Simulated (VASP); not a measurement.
# PbO2 (Fm-3m) in VASP: further runs

The runs below take PbO2 through single point, with PBEsol.

Everything below comes from runs of VASP 6.6.1. Logs are shortened: lines on timing, memory, paths and dates and some standing lists are left out, and cuts for length are marked.

### 1 The cell of the first run

It takes space group Fm-3m (No. 225, cubic). The conventional cell has a = 5.220 Å, b = 5.220 Å, c = 5.220 Å, α = 90.00°, β = 90.00°, γ = 90.00°. Within 3.0 Å of Pb (site symmetry m-3m) lie 8 O at 2.26 Å. O (site symmetry -43m) has 4 Pb at 2.26 Å and 6 O at 2.61 Å within 3.0 Å.

### 2 Single point, PBEsol (volume scaled by 0.94)

INCAR

```
SYSTEM = PbO2
  PREC = Accurate
  ENCUT = 520
  EDIFF = 1E-6
  ISMEAR = 0
  SIGMA = 0.1
  LREAL = .False.
  LASPH = .True.
  NELM = 100
  ALGO = Normal
  ISIF = 2
  LWAVE = .False.
  LCHARG = .True.
  GGA = PS
  LELF = .True.
  LVHAR = .True.
  NBANDS = 20
```

KPOINTS

```
Automatic mesh
0
Gamma
  14 14 14
  0 0 0
```

POSCAR

```
PbO2
1.0
    0.0000000000      2.6098460274      2.6098460274
    2.6098460274      0.0000000000      2.6098460274
    2.6098460274      2.6098460274      0.0000000000
Pb O
1 2
Direct
    0.0000000000      0.0000000000      0.0000000000
    0.2500000000      0.2500000000      0.2500000000
    0.7500000000      0.7500000000      0.7500000000
```

Potentials or basis: VASP PAW PBE potentials, release 64 (Pb_d, O).

On the command line:

```console
$ cat potpaw_PBE.64/Pb_d/POTCAR potpaw_PBE.64/O/POTCAR > POTCAR
$ mpirun -np 1 vasp_std > vasp.out
```

OUTCAR:

```text
SYSTEM = PbO2
   PREC = Accurate
   ENCUT = 520
   EDIFF = 1E-6
   ISMEAR = 0
   LREAL = .False.
   LASPH = .True.
   NELM = 100
   ISIF = 2
   GGA = PS

 ion  position               nearest neighbor table
   1  0.000  0.000  0.000-   2 2.26   3 2.26   3 2.26   3 2.26   3 2.26   2 2.26   2 2.26   2 2.26

   2  0.250  0.250  0.250-   1 2.26   1 2.26   1 2.26   1 2.26
   3  0.750  0.750  0.750-   1 2.26   1 2.26   1 2.26   1 2.26

  LATTYP: Found a face centered cubic cell.
 ALAT       =     5.2196920548

  Lattice vectors:

 A1 = (   0.0000000000,   2.6098460274,   2.6098460274)
 A2 = (   2.6098460274,   0.0000000000,   2.6098460274)
 A3 = (   2.6098460274,   2.6098460274,   0.0000000000)

Analysis of symmetry for initial positions (statically):
=====================================================================
 Subroutine PRICEL returns:
 Original cell was already a primitive cell.

 Routine SETGRP: Setting up the symmetry group for a
 face centered cubic supercell.

 Subroutine GETGRP returns: Found 48 space group operations
 (whereof 48 operations were pure point group operations)
 out of a pool of 48 trial point group operations.

The static configuration has the point symmetry O_h .

Analysis of symmetry for dynamics (positions and initial velocities):
=====================================================================
 Subroutine PRICEL returns:
 Original cell was already a primitive cell.

 Routine SETGRP: Setting up the symmetry group for a
 face centered cubic supercell.

 Subroutine GETGRP returns: Found 48 space group operations
 (whereof 48 operations were pure point group operations)
 out of a pool of 48 trial point group operations.

The dynamic configuration has the point symmetry O_h .

 Subroutine INISYM returns: Found 48 space group operations
 (whereof 48 operations are pure point group operations),
 and found     1 'primitive' translations

----------------------------------------------------------------------------------------

                                     Primitive cell

  volume of cell :      35.5529

  direct lattice vectors                    reciprocal lattice vectors
     0.000000000  2.609846027  2.609846027    -0.191582183  0.191582183  0.191582183
     2.609846027  0.000000000  2.609846027     0.191582183 -0.191582183  0.191582183
     2.609846027  2.609846027  0.000000000     0.191582183  0.191582183 -0.191582183

  length of vectors
     3.690879648  3.690879648  3.690879648     0.331830075  0.331830075  0.331830075

  position of ions in fractional coordinates (direct lattice)
     0.000000000  0.000000000  0.000000000
     0.250000000  0.250000000  0.250000000
     0.750000000  0.750000000  0.750000000

  ion indices of the primitive-cell ions
   primitive index   ion index
                 1           1
                 2           2
                 3           3

----------------------------------------------------------------------------------------

 KPOINTS: Automatic mesh

Automatic generation of k-mesh.
 Grid dimensions read from file:
 generate k-points for:   14   14   14

 Generating k-lattice:

  Cartesian coordinates                     Fractional coordinates (reciprocal lattice)
    -0.013684442  0.013684442  0.013684442     0.071428571  0.000000000  0.000000000
     0.013684442 -0.013684442  0.013684442     0.000000000  0.071428571  0.000000000
     0.013684442  0.013684442 -0.013684442     0.000000000  0.000000000  0.071428571

  Length of vectors
     0.023702148  0.023702148  0.023702148

  Shift w.r.t. Gamma in fractional coordinates (k-lattice)
     0.000000000  0.000000000  0.000000000

 Subroutine IBZKPT returns following result:
 ===========================================

 Found    104 irreducible k-points:

 Following reciprocal coordinates:
            Coordinates               Weight
  0.000000  0.000000  0.000000      1.000000
  0.071429  0.000000  0.000000      8.000000
  0.142857  0.000000  0.000000      8.000000
  0.214286  0.000000  0.000000      8.000000
  0.285714  0.000000  0.000000      8.000000
  0.357143  0.000000  0.000000      8.000000
[... 16 lines left out ...]
  0.214286  0.142857  0.000000     24.000000
  0.285714  0.142857  0.000000     24.000000
 [... further k-points ...]
   k-points           NKPTS =    104   k-points in BZ     NKDIM =    104   number of bands    NBANDS=     20
   number of dos      NEDOS =    301   number of ions     NIONS =      3
   total plane-waves  NPLWV =  21952
   dimension x,y,z NGX =    28 NGY =   28 NGZ =   28
   dimension x,y,z NGXF=    56 NGYF=   56 NGZF=   56
   ions per type =               1   2
   NGX,Y,Z   is equivalent  to a cutoff of  12.61, 12.61, 12.61 a.u.
   NGXF,Y,Z  is equivalent  to a cutoff of  25.22, 25.22, 25.22 a.u.
 SYSTEM =  PbO2
   PREC   = accura    normal or accurate (medium, high low for compatibility)
   ISTART =      0    job   : 0-new  1-cont  2-samecut
   ICHARG =      2    charge: 1-file 2-atom 10-const
   ISPIN  =      1    spin polarized calculation?
   LNONCOLLINEAR =      F non collinear calculations
   LSORBIT =      F    spin-orbit coupling
   LASPH  =      T    aspherical Exc in radial PAW
   ENCUT  =  520.0 eV  38.22 Ry    6.18 a.u.   6.86  6.86  6.86*2*pi/ulx,y,z
   NELM   =    100;   NELMIN=  2; NELMDL= -5     # of ELM steps
   EDIFF  = 0.1E-05   stopping-criterion for ELM
   LREAL  =      F    real-space projection
   EDIFFG = 0.1E-04   stopping-criterion for IOM
   NSW    =      0    number of steps for IOM
   IBRION =     -1    ionic relax: 0-MD 1-quasi-New 2-CG
   NFREE  =      0    steps in history (QN), initial steepest desc. (CG)
   ISIF   =      2    stress and relaxation
   ISYM   =      2    0-nonsym 1-usesym 2-fastsym
   POTIM  = 0.5000    time-step for ionic-motion
   TEBEG  =    0.0;   TEEND  =   0.0 temperature during run
   PSTRESS=    0.0 pullay stress
   NELECT =      26.0000    total number of electrons
   NUPDOWN=      -1.0000    fix difference up-down
   EMIN   =  10.00;   EMAX   =-10.00  energy-range for DOS
   EFERMI =   0.00;   METHOD = LEGACY
   ISMEAR =     0;   SIGMA  =   0.10  broadening in eV -4-tet -1-fermi 0-gaus
   EFERMI_NEDOS =   21; number of points for ismear=-14 and -15
   IALGO  =     38    algorithm
   IMIX   =      4    mixing-type and parameters
     AMIX     =   0.40;   BMIX     =  1.00
     AMIX_MAG =   1.60;   BMIX_MAG =  1.00
  volume/ion in A,a.u.               =      11.85        79.97
  Fermi-wavevector in a.u.,A,eV,Ry     =   1.474940  2.787233 29.598773  2.175448
  Thomas-Fermi vector in A             =   2.589650
   LORBIT       =      0    0 simple, 1 ext, 2 COOP (PROOUT), +10 PAW based schemes
   GGA     = PS    functional components
   LHFCALC =     F    Hartree Fock is set to
   AEXX    =    0.0000 exact exchange contribution
   IVDW    =     0    specifies the selected vdW correction
   LEPSILON=     F    determine dielectric tensor
   LRPA    =     F    only Hartree local field effects (RPA)
 non-spin polarized calculation
 Gauss-broadening in eV      SIGMA  =   0.10
  energy-cutoff  :      520.00
  volume of cell :       35.55
 maximum number of plane-waves:       982
   NGX = 13   NGY = 13   NGZ = 13

 number of electron      26.0000004 magnetization

 Free energy of the ion-electron system (eV)
  ---------------------------------------------------
  ext. energy  EPLUGINS =         0.00000000
  ---------------------------------------------------
  free energy    TOTEN  =       -16.71252853 eV

  energy without entropy =      -16.71081617  energy(sigma->0) =      -16.71167235

 E-fermi :   6.9293     XC(G=0): -11.9953

 val. band max:        6.9217679538   @ k =  -0.2857   0.5000   0.2143
 cond. band min:       6.9582129281   @ k =  -0.0714   0.0714   0.0000
 fundamental gap:      0.0364449743
 Fermi energy:         6.9292984887

 k-point     1 :       0.0000    0.0000    0.0000
  band No.  band energies     occupation
      1     -12.4843      2.00000
      2      -8.9205      2.00000
      3      -8.9205      2.00000
      4      -8.9205      2.00000
      5      -8.8933      2.00000
      6      -8.5379      2.00000
[... 12 lines left out ...]
     19      22.8594      0.00000
     20      22.8594      0.00000

 k-point     2 :       0.0714    0.0000    0.0000
  band No.  band energies     occupation
      1     -12.4335      2.00000
      2      -9.3932      2.00000
      3      -8.9109      2.00000
      4      -8.9109      2.00000
      5      -8.5389      2.00000
      6      -8.5389      2.00000
[... 12 lines left out ...]
     19      22.8219      0.00000
     20      22.8219      0.00000

 k-point     3 :       0.1429    0.0000    0.0000
  band No.  band energies     occupation
      1     -12.2887      2.00000
      2      -9.8304      2.00000
      3      -8.8856      2.00000
      4      -8.8856      2.00000
      5      -8.5401      2.00000
      6      -8.5401      2.00000
[... 12 lines left out ...]
     19      22.7341      0.00000
     20      22.7341      0.00000

 k-point     4 :       0.2143    0.0000    0.0000
  band No.  band energies     occupation
      1     -12.0761      2.00000
      2     -10.1848      2.00000
      3      -8.8538      2.00000
      4      -8.8538      2.00000
      5      -8.5364      2.00000
      6      -8.5364      2.00000
[... 12 lines left out ...]
     19      22.6409      0.00000
     20      22.6409      0.00000

 k-point     5 :       0.2857    0.0000    0.0000
  band No.  band energies     occupation
      1     -11.8499      2.00000
      2     -10.4151      2.00000
      3      -8.8270      2.00000
      4      -8.8270      2.00000
      5      -8.5225      2.00000
      6      -8.5225      2.00000
[... 12 lines left out ...]
     19      22.5660      0.00000
     20      22.6312      0.00000
[... 353 lines left out ...]
      6      -8.5339      2.00000
[... 12 lines left out ...]
     19      22.7170      0.00000
     20      22.8157      0.00000

 k-point    22 :       0.1429    0.1429    0.0000
  band No.  band energies     occupation
      1     -12.2180      2.00000
      2     -10.0014      2.00000
      3      -8.8544      2.00000
      4      -8.8544      2.00000
      5      -8.5686      2.00000
      6      -8.5202      2.00000
[... 12 lines left out ...]
     19      22.6368      0.00000
     20      22.8776      0.00000

 k-point    23 :       0.2143    0.1429    0.0000
  band No.  band energies     occupation
      1     -12.0504      2.00000
      2     -10.2715      2.00000
      3      -8.8199      2.00000
      4      -8.8152      2.00000
      5      -8.5809      2.00000
      6      -8.5113      2.00000
[... 12 lines left out ...]
     19      22.8737      0.00000
     20      23.1405      0.00000

 k-point    24 :       0.2857    0.1429    0.0000
  band No.  band energies     occupation
      1     -11.8323      2.00000
      2     -10.5215      2.00000
      3      -8.7872      2.00000
      4      -8.7616      2.00000
      5      -8.5785      2.00000
      6      -8.4987      2.00000
[... 12 lines left out ...]
     19      22.8750      0.00000
     20      24.1378      0.00000

 [... further k-points ...]

------------------------ aborting loop because EDIFF is reached ----------------------------------------

  FORCE on cell =-STRESS in cart. coord.  units (eV):
  Direction    XX          YY          ZZ          XY          YZ          ZX
  --------------------------------------------------------------------------------------
  -------------------------------------------------------------------------------------
  Total        2.5368855      2.5368855      2.5368855      0.0000000     -0.0000000      0.0000000
  in kB      114.3238382    114.3238382    114.3238382      0.0000000     -0.0000000      0.0000000
  external PRESSURE =     114.3238382 kB  Pullay stress =       0.0000000 kB

 VOLUME and BASIS-vectors are now :
 -----------------------------------------------------------------------------
  energy-cutoff  :      520.00
  volume of cell :       35.55
      direct lattice vectors                 reciprocal lattice vectors
     0.000000000  2.609846027  2.609846027    -0.191582183  0.191582183  0.191582183
     2.609846027  0.000000000  2.609846027     0.191582183 -0.191582183  0.191582183
     2.609846027  2.609846027  0.000000000     0.191582183  0.191582183 -0.191582183

 POSITION                                       TOTAL-FORCE (eV/Angst)
 -----------------------------------------------------------------------------------
      0.00000      0.00000      0.00000         0.000000     -0.000000      0.000000
      1.30492      1.30492      1.30492        -0.000000     -0.000000     -0.000000
      3.91477      3.91477      3.91477         0.000000      0.000000      0.000000
 -----------------------------------------------------------------------------------
    total drift:                                0.000000     -0.000000      0.000000

  FREE ENERGIE OF THE ION-ELECTRON SYSTEM (eV)
  ---------------------------------------------------
  free  energy   TOTEN  =       -16.7125285255 eV

  energy  without entropy=      -16.7108161749  energy(sigma->0) =      -16.71167235
```

Wall time 32 s (1 thread of Intel Xeon 6975P-C (Granite Rapids), shared host); peak memory 0.2 GiB.

Results:

- Free energy: -16.7125 eV
- Pressure: 11.4 GPa
- Band gap on the k mesh: zero (band 13 reaches 6.92 eV, above the bottom of band 14 at 5.45 eV)

Levels at points of the mesh, in eV from the Fermi level:
```
           k point  band 10  band 11  band 12  band 13  band 14  band 15  band 16  band 17
(0.00, 0.00, 0.00)    -2.19    -1.99    -1.48    -1.48    -1.48     7.08     7.08     7.08
(0.50, 0.00, 0.00)    -3.29    -3.29    -1.61    -1.61     3.20     7.34    10.17    10.17
(0.50, 0.50, 0.00)    -5.23    -0.38    -0.18    -0.18     2.05     6.74     9.41    11.73
```

Caveat: the PAW data sets were made with another functional, which shifts forces and pressure a little; spin-orbit coupling is left out, which moves the levels of the heavy elements.

(Part 1 of 4 ends here.)
